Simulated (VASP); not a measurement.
# Ag in VASP: notebook

The runs below take Ag through single point, with LDA.

All numbers are computed with VASP 6.6.1; they aren't measurements. Logs are shortened: lines on timing, memory, paths and dates and some standing lists are left out, and cuts for length are marked.

## (1) The cell of the first run

It takes space group I4/mmm (No. 139, tetragonal). Conventional cell: a = 3.311 Å, b = 3.311 Å, c = 3.394 Å, α = 90.00°, β = 90.00°, γ = 90.00°. Within 3.8 Å of Ag (site symmetry 4/mmm) lie 14 Ag at 2.89 to 3.39 Å.

## (2) Single point, LDA (strain +0.000 along x and y, +0.025 along z)

INCAR

```
PREC = Accurate
ENCUT = 520
EDIFF = 1E-6
ISMEAR = 0
SIGMA = 0.15
LREAL = False
LASPH = True
NELM = 60
ALGO = Normal
ISIF = 2
LWAVE = False
LCHARG = True
GGA = CA
LELF = True
LVHAR = True
NBANDS = 12
```

KPOINTS

```
Automatic mesh
0
Gamma
  20 20 20
```

POSCAR

```
Ag
1.0
   -1.6556540000      1.6556540000      1.6970453500
    1.6556540000     -1.6556540000      1.6970453500
    1.6556540000      1.6556540000     -1.6970453500
Ag
1
Direct
    0.0000000000      0.0000000000      0.0000000000
```

Potentials or basis: VASP PAW LDA potentials, release 64 (Ag).

Launch:

```sh
$ cat potpaw_LDA.64/Ag/POTCAR > POTCAR
$ mpirun -np 1 vasp_std > vasp.out
```

OUTCAR:

```text
PREC = Accurate
   ENCUT = 520
   EDIFF = 1E-6
   ISMEAR = 0
   LREAL = False
   LASPH = True
   NELM = 60
   ISIF = 2
   GGA = CA

 ion  position               nearest neighbor table
   1  0.000  0.000  0.000-

  LATTYP: Found a body centered tetragonal cell.
 ALAT       =     3.3113080000
 C/A-ratio  =     1.0250000000

  Lattice vectors:

 A1 = (  -1.6556540000,   1.6556540000,   1.6970453500)
 A2 = (   1.6556540000,  -1.6556540000,   1.6970453500)
 A3 = (   1.6556540000,   1.6556540000,  -1.6970453500)

Analysis of symmetry for initial positions (statically):
=====================================================================
 Subroutine PRICEL returns:
 Original cell was already a primitive cell.

 Routine SETGRP: Setting up the symmetry group for a
 body centered tetragonal supercell.

 Subroutine GETGRP returns: Found 16 space group operations
 (whereof 16 operations were pure point group operations)
 out of a pool of 16 trial point group operations.

The static configuration has the point symmetry D_4h.

Analysis of symmetry for dynamics (positions and initial velocities):
=====================================================================
 Subroutine PRICEL returns:
 Original cell was already a primitive cell.

 Routine SETGRP: Setting up the symmetry group for a
 body centered tetragonal supercell.

 Subroutine GETGRP returns: Found 16 space group operations
 (whereof 16 operations were pure point group operations)
 out of a pool of 16 trial point group operations.

The dynamic configuration has the point symmetry D_4h.

 Subroutine INISYM returns: Found 16 space group operations
 (whereof 16 operations are pure point group operations),
 and found     1 'primitive' translations

----------------------------------------------------------------------------------------

                                     Primitive cell

  volume of cell :      18.6077

  direct lattice vectors                    reciprocal lattice vectors
    -1.655654000  1.655654000  1.697045350     0.000000000  0.301995465  0.294629722
     1.655654000 -1.655654000  1.697045350     0.301995465  0.000000000  0.294629722
     1.655654000  1.655654000 -1.697045350     0.301995465  0.301995465  0.000000000

  length of vectors
     2.891771646  2.891771646  2.891771646     0.421909865  0.421909865  0.427086083

  position of ions in fractional coordinates (direct lattice)
     0.000000000  0.000000000  0.000000000

  ion indices of the primitive-cell ions
   primitive index   ion index
                 1           1

----------------------------------------------------------------------------------------

 KPOINTS: Automatic mesh

Automatic generation of k-mesh.
 Grid dimensions read from file:
 generate k-points for:   20   20   20

 Generating k-lattice:

  Cartesian coordinates                     Fractional coordinates (reciprocal lattice)
     0.000000000  0.015099773  0.014731486     0.050000000  0.000000000 -0.000000000
     0.015099773  0.000000000  0.014731486     0.000000000  0.050000000 -0.000000000
     0.015099773  0.015099773  0.000000000     0.000000000  0.000000000  0.050000000

  Length of vectors
     0.021095493  0.021095493  0.021354304

  Shift w.r.t. Gamma in fractional coordinates (k-lattice)
     0.000000000  0.000000000  0.000000000

 Subroutine IBZKPT returns following result:
 ===========================================

 Found    641 irreducible k-points:

 Following reciprocal coordinates:
            Coordinates               Weight
  0.000000  0.000000  0.000000      1.000000
  0.050000  0.000000  0.000000      8.000000
  0.100000 -0.000000  0.000000      8.000000
  0.150000  0.000000  0.000000      8.000000
  0.200000 -0.000000  0.000000      8.000000
  0.250000  0.000000  0.000000      8.000000
[... 16 lines left out ...]
 -0.400000  0.050000  0.000000     16.000000
 -0.350000  0.050000  0.000000     16.000000
 [... further k-points ...]
   k-points           NKPTS =    641   k-points in BZ     NKDIM =    641   number of bands    NBANDS=     12
   number of dos      NEDOS =    301   number of ions     NIONS =      1
   total plane-waves  NPLWV =  13824
   dimension x,y,z NGX =    24 NGY =   24 NGZ =   24
   dimension x,y,z NGXF=    48 NGYF=   48 NGZF=   48
   ions per type =               1
   NGX,Y,Z   is equivalent  to a cutoff of  13.80, 13.80, 13.80 a.u.
   NGXF,Y,Z  is equivalent  to a cutoff of  27.59, 27.59, 27.59 a.u.
 SYSTEM =  unknown system
   PREC   = accura    normal or accurate (medium, high low for compatibility)
   ISTART =      0    job   : 0-new  1-cont  2-samecut
   ICHARG =      2    charge: 1-file 2-atom 10-const
   ISPIN  =      1    spin polarized calculation?
   LNONCOLLINEAR =      F non collinear calculations
   LSORBIT =      F    spin-orbit coupling
   LASPH  =      T    aspherical Exc in radial PAW
   ENCUT  =  520.0 eV  38.22 Ry    6.18 a.u.   5.38  5.38  5.38*2*pi/ulx,y,z
   NELM   =     60;   NELMIN=  2; NELMDL= -5     # of ELM steps
   EDIFF  = 0.1E-05   stopping-criterion for ELM
   LREAL  =      F    real-space projection
   EDIFFG = 0.1E-04   stopping-criterion for IOM
   NSW    =      0    number of steps for IOM
   IBRION =     -1    ionic relax: 0-MD 1-quasi-New 2-CG
   NFREE  =      0    steps in history (QN), initial steepest desc. (CG)
   ISIF   =      2    stress and relaxation
   ISYM   =      2    0-nonsym 1-usesym 2-fastsym
   POTIM  = 0.5000    time-step for ionic-motion
   TEBEG  =    0.0;   TEEND  =   0.0 temperature during run
   PSTRESS=    0.0 pullay stress
   NELECT =      11.0000    total number of electrons
   NUPDOWN=      -1.0000    fix difference up-down
   EMIN   =  10.00;   EMAX   =-10.00  energy-range for DOS
   EFERMI =   0.00;   METHOD = LEGACY
   ISMEAR =     0;   SIGMA  =   0.15  broadening in eV -4-tet -1-fermi 0-gaus
   EFERMI_NEDOS =   21; number of points for ismear=-14 and -15
   IALGO  =     38    algorithm
   IMIX   =      4    mixing-type and parameters
     AMIX     =   0.40;   BMIX     =  1.00
     AMIX_MAG =   1.60;   BMIX_MAG =  1.00
  volume/ion in A,a.u.               =      18.61       125.57
  Fermi-wavevector in a.u.,A,eV,Ry     =   1.373962  2.596413 25.684708  1.887773
  Thomas-Fermi vector in A             =   2.499432
   LORBIT       =      0    0 simple, 1 ext, 2 COOP (PROOUT), +10 PAW based schemes
   GGA     = CA    functional components
   LHFCALC =     F    Hartree Fock is set to
   AEXX    =    0.0000 exact exchange contribution
   IVDW    =     0    specifies the selected vdW correction
   LEPSILON=     F    determine dielectric tensor
   LRPA    =     F    only Hartree local field effects (RPA)
 non-spin polarized calculation
 Gauss-broadening in eV      SIGMA  =   0.15
  energy-cutoff  :      520.00
  volume of cell :       18.61
 maximum number of plane-waves:       515
 NGX is ok and might be reduce to    24
   NGX = 11   NGY = 11   NGZ = 11

 number of electron      10.9999998 magnetization

 Free energy of the ion-electron system (eV)
  ---------------------------------------------------
  ext. energy  EPLUGINS =         0.00000000
  ---------------------------------------------------
  free energy    TOTEN  =        -3.62765772 eV

  energy without entropy =       -3.62312724  energy(sigma->0) =       -3.62539248

 E-fermi :   6.9900     XC(G=0): -12.0764

 val. band max:        6.9784236727   @ k =  -0.3500   0.4500   0.1000
 cond. band min:       6.9938350401   @ k =   0.5000   0.3500   0.0500
 fundamental gap:      0.0154113675
 Fermi energy:         6.9900485684

 k-point     1 :       0.0000    0.0000    0.0000
  band No.  band energies     occupation
      1      -0.2235      2.00000
      2       2.3670      2.00000
      3       2.3670      2.00000
      4       2.4647      2.00000
      5       3.5205      2.00000
      6       3.6285      2.00000
      7      24.3642      0.00000
      8      24.7502      0.00000
      9      24.7502      0.00000
     10      29.0430      0.00000
     11      29.6529      0.00000
     12      29.6529      0.00000

 k-point     2 :       0.0500    0.0000    0.0000
  band No.  band energies     occupation
      1      -0.1466      2.00000
      2       2.3709      2.00000
      3       2.3722      2.00000
      4       2.4838      2.00000
      5       3.5065      2.00000
      6       3.6232      2.00000
      7      24.2244      0.00000
      8      24.6281      0.00000
      9      24.7912      0.00000
     10      28.2593      0.00000
     11      28.6830      0.00000
     12      29.1316      0.00000

 k-point     3 :       0.1000   -0.0000    0.0000
  band No.  band energies     occupation
      1       0.0778      2.00000
      2       2.3412      2.00000
      3       2.3836      2.00000
      4       2.5874      2.00000
      5       3.4657      2.00000
      6       3.6148      2.00000
      7      23.4613      0.00000
      8      24.3852      0.00000
      9      24.9069      0.00000
     10      27.3488      0.00000
     11      27.7155      0.00000
     12      28.0090      0.00000

 k-point     4 :       0.1500    0.0000    0.0000
  band No.  band energies     occupation
      1       0.4255      2.00000
      2       2.2703      2.00000
      3       2.4161      2.00000
      4       2.7778      2.00000
      5       3.4125      2.00000
      6       3.6111      2.00000
      7      21.9823      0.00000
      8      23.8873      0.00000
      9      25.0747      0.00000
     10      26.7173      0.00000
     11      26.8466      0.00000
     12      27.4249      0.00000

 k-point     5 :       0.2000   -0.0000    0.0000
  band No.  band energies     occupation
      1       0.8299      2.00000
      2       2.1778      2.00000
      3       2.5202      2.00000
      4       3.0327      2.00000
      5       3.3722      2.00000
      6       3.6131      2.00000
      7      20.1362      0.00000
      8      23.1279      0.00000
      9      25.1655      0.00000
     10      25.5217      0.00000
     11      26.6443      0.00000
     12      27.7820      0.00000
[... 228 lines left out ...]
      1       1.1437      2.00000
      2       1.7735      2.00000
      3       3.4523      2.00000
      4       3.6494      2.00000
      5       4.3359      2.00000
      6       7.0634      0.48940
      7      10.7311      0.00000
      8      19.8656      0.00000
      9      20.5291      0.00000
     10      26.2516      0.00000
     11      27.5422      0.00000
     12      30.3051      0.00000

 k-point    22 :      -0.4500    0.0500   -0.0000
  band No.  band energies     occupation
      1       1.1811      2.00000
      2       1.8024      2.00000
      3       3.4262      2.00000
      4       3.6510      2.00000
      5       4.2044      2.00000
      6       6.1794      2.00000
      7      11.8879      0.00000
      8      20.0689      0.00000
      9      20.8028      0.00000
     10      26.1991      0.00000
     11      27.4633      0.00000
     12      30.2881      0.00000

 k-point    23 :      -0.4000    0.0500    0.0000
  band No.  band energies     occupation
      1       1.2435      2.00000
      2       1.8587      2.00000
      3       3.3921      2.00000
      4       3.6295      2.00000
      5       3.9558      2.00000
      6       5.1380      2.00000
      7      13.4983      0.00000
      8      20.4480      0.00000
      9      21.3405      0.00000
     10      26.0982      0.00000
     11      27.3546      0.00000
     12      30.1161      0.00000

 k-point    24 :      -0.3500    0.0500    0.0000
  band No.  band energies     occupation
      1       1.2979      2.00000
      2       1.9377      2.00000
      3       3.3473      2.00000
      4       3.4657      2.00000
      5       3.7043      2.00000
      6       4.2621      2.00000
      7      15.3024      0.00000
      8      20.9839      0.00000
      9      22.1023      0.00000
     10      25.9521      0.00000
     11      27.2676      0.00000
     12      29.5265      0.00000

 [... further k-points ...]
[... 5 lines left out ...]
  --------------------------------------------------------------------------------------
  -------------------------------------------------------------------------------------
  Total       -1.4903496     -1.4903496     -1.4439892      0.0000000     -0.0000000      0.0000000
  in kB     -128.3234789   -128.3234789   -124.3317112      0.0000000     -0.0000000      0.0000000
  external PRESSURE =    -126.9928897 kB  Pullay stress =       0.0000000 kB

 VOLUME and BASIS-vectors are now :
 -----------------------------------------------------------------------------
  energy-cutoff  :      520.00
  volume of cell :       18.61
      direct lattice vectors                 reciprocal lattice vectors
    -1.655654000  1.655654000  1.697045350     0.000000000  0.301995465  0.294629722
     1.655654000 -1.655654000  1.697045350     0.301995465  0.000000000  0.294629722
     1.655654000  1.655654000 -1.697045350     0.301995465  0.301995465  0.000000000

 POSITION                                       TOTAL-FORCE (eV/Angst)
 -----------------------------------------------------------------------------------
      0.00000      0.00000      0.00000        -0.000000      0.000000     -0.000000
 -----------------------------------------------------------------------------------
    total drift:                               -0.000000      0.000000     -0.000000

  FREE ENERGIE OF THE ION-ELECTRON SYSTEM (eV)
  ---------------------------------------------------
  free  energy   TOTEN  =        -3.6276577197 eV

  energy  without entropy=       -3.6231272441  energy(sigma->0) =       -3.62539248
```

Run time: 3.2 min. Hardware: 1 thread of Intel Xeon 8259CL, shared host; peak memory 0.24 GiB.

What came out:

| Item | Value |
| --- | --- |
| Free energy | -3.6277 eV |
| Pressure | -12.7 GPa |
| Band gap on the k mesh | zero (an odd number of electrons rules out a gap without spin polarisation) |

Caveat: the cell differs from its parent crystal (strain +0.000 along x and y, +0.025 along z); the cell stands under tension.

## (3) Single point, LDA (strain +0.025 along x and y, -0.025 along z)

INCAR

```
SYSTEM = Ag
PREC = Accurate
ENCUT = 520
EDIFF = 1E-7
ISMEAR = 0
SIGMA = 0.15
LREAL = .FALSE.
LASPH = .TRUE.
NELM = 80
ALGO = Fast
ISIF = 2
LWAVE = .FALSE.
LCHARG = .FALSE.
GGA = CA
NBANDS = 12
```

KPOINTS

```
regular mesh
0
G
  20 20 20
  0 0 0
```

POSCAR

```
Ag
1.0
   -1.6970453500      1.6970453500      1.6142626500
    1.6970453500     -1.6970453500      1.6142626500
    1.6970453500      1.6970453500     -1.6142626500
Ag
1
Direct
    0.0000000000      0.0000000000      0.0000000000
```

Potentials or basis: VASP PAW LDA potentials, release 64 (Ag).

Launch:

```sh
$ cat potpaw_LDA.64/Ag/POTCAR > POTCAR
$ mpirun -np 1 vasp_std > vasp.out
```

Run time: 3.3 min. Hardware: 1 thread of Intel Xeon 8259CL, shared host; peak memory 0.25 GiB.

The run converged. Its results:

```yaml
Free_energy: -3.6301 eV
Pressure: -12.7 GPa
Band_gap_on_the_k_mesh: zero (an odd number of electrons rules out a gap without spin polarisation)
```

Stress tensor (GPa, compression positive):
```
-12.45   0.00   0.00
  0.00 -12.45   0.00
  0.00   0.00 -13.26
```

Levels at points of the mesh, in eV from the Fermi level:
```tsv
k point	band 2	band 3	band 4	band 5	band 6	band 7	band 8	band 9	band 10	band 11
(0.00, 0.00, 0.00)	-4.72	-4.51	-4.51	-3.54	-3.31	17.33	17.33	18.23	22.13	22.13
(0.50, 0.00, 0.00)	-5.34	-3.46	-3.21	-2.53	0.19	3.80	12.72	13.22	18.72	19.60
(0.50, 0.50, 0.00)	-5.11	-3.63	-3.38	-2.57	-0.09	3.32	13.55	14.32	19.55	20.78
(0.50, 0.50, 0.50)	-5.82	-2.77	-2.77	-2.71	6.11	6.11	7.51	11.21	12.44	13.61
```

Caveat: the cell differs from its parent crystal (strain +0.025 along x and y, -0.025 along z); the cell stands under tension.

## (4) Single point, LDA (strain -0.050 along x and y, -0.050 along z)

INCAR

```
PREC = Accurate ; ENCUT = 520
EDIFF = 1E-6 ; ISMEAR = 0
SIGMA = 0.15 ; LREAL = F
LASPH = T ; NELM = 80
ALGO = Fast ; ISIF = 2
LWAVE = F ; LCHARG = T
GGA = CA ; LELF = T
LVHAR = T ; NBANDS = 12
```

KPOINTS

```
regular mesh
0
Gamma
  20 20 20
```

POSCAR

```
Ag
1.0
   -1.5728713000      1.5728713000      1.5728713000
    1.5728713000     -1.5728713000      1.5728713000
    1.5728713000      1.5728713000     -1.5728713000
Ag
1
Direct
    0.0000000000      0.0000000000      0.0000000000
```

Launch:

```sh
$ cat potpaw_LDA.64/Ag/POTCAR > POTCAR
$ mpirun -np 1 vasp_std > vasp.out
```

It took 55 s on 1 thread of Intel Xeon 8259CL, shared host; peak memory 0.16 GiB.

Results (log left out):

- Free energy: -3.7319 eV
- Pressure: 5.2 GPa
- Band gap on the k mesh: zero (an odd number of electrons rules out a gap without spin polarisation)

Levels at points of the mesh, in eV from the Fermi level:
```csv
k point,band 3,band 4,band 5,band 6,band 7,band 8,band 9,band 10
"(0.00, 0.00, 0.00)",-5.30,-5.30,-3.72,-3.72,18.22,18.22,18.22,25.55
"(0.50, 0.00, 0.00)",-3.79,-3.57,-2.52,-0.37,4.68,13.59,15.17,21.27
"(0.50, 0.50, 0.50)",-2.81,-2.81,-2.81,7.06,7.06,7.06,14.08,14.51
```

Caveat: the cell differs from its parent crystal (strain -0.050 along x and y, -0.050 along z); the cell stands under pressure.

## (5) Single point, LDA (strain -0.025 along x and y, -0.025 along z)

INCAR

```
ALGO = Normal
EDIFF = 1E-7
ENCUT = 520
ISIF = 2
ISMEAR = 0
LASPH = T
LCHARG = F
LREAL = F
LWAVE = F
NBANDS = 12
NELM = 80
PREC = Accurate
SIGMA = 0.15
```

KPOINTS

```
k-points
0
Gamma
  20 20 20
```

POSCAR

```
Ag
1.0
   -1.6142626500      1.6142626500      1.6142626500
    1.6142626500     -1.6142626500      1.6142626500
    1.6142626500      1.6142626500     -1.6142626500
Ag
1
Direct
    0.0000000000      0.0000000000      0.0000000000
```

Launch:

```sh
$ cat potpaw_LDA.64/Ag/POTCAR > POTCAR
$ mpirun -np 1 vasp_std > vasp.out
```

Wall time 49 s (1 thread of Intel Xeon 8259CL, shared host); peak memory 0.17 GiB.

The run converged. Its results:

```yaml
Free_energy: -3.7300 eV
Pressure: -5.0 GPa
Band_gap_on_the_k_mesh: zero (an odd number of electrons rules out a gap without spin polarisation)
```

Levels at points of the mesh, in eV from the Fermi level:
```tsv
k point	band 1	band 2	band 3	band 4	band 5	band 6	band 7	band 8	band 9	band 10
(0.00, 0.00, 0.00)	-7.93	-4.96	-4.96	-4.96	-3.56	-3.56	18.01	18.01	18.01	24.37
(0.50, 0.00, 0.00)	-6.50	-5.77	-3.63	-3.43	-2.52	-0.15	4.20	13.36	14.46	20.24
(0.50, 0.50, 0.50)	-6.44	-6.44	-2.77	-2.77	-2.77	6.85	6.85	6.85	12.91	13.76
```

Caveat: the cell differs from its parent crystal (strain -0.025 along x and y, -0.025 along z); the cell stands under tension.

(Part 1 of 2 ends here.)
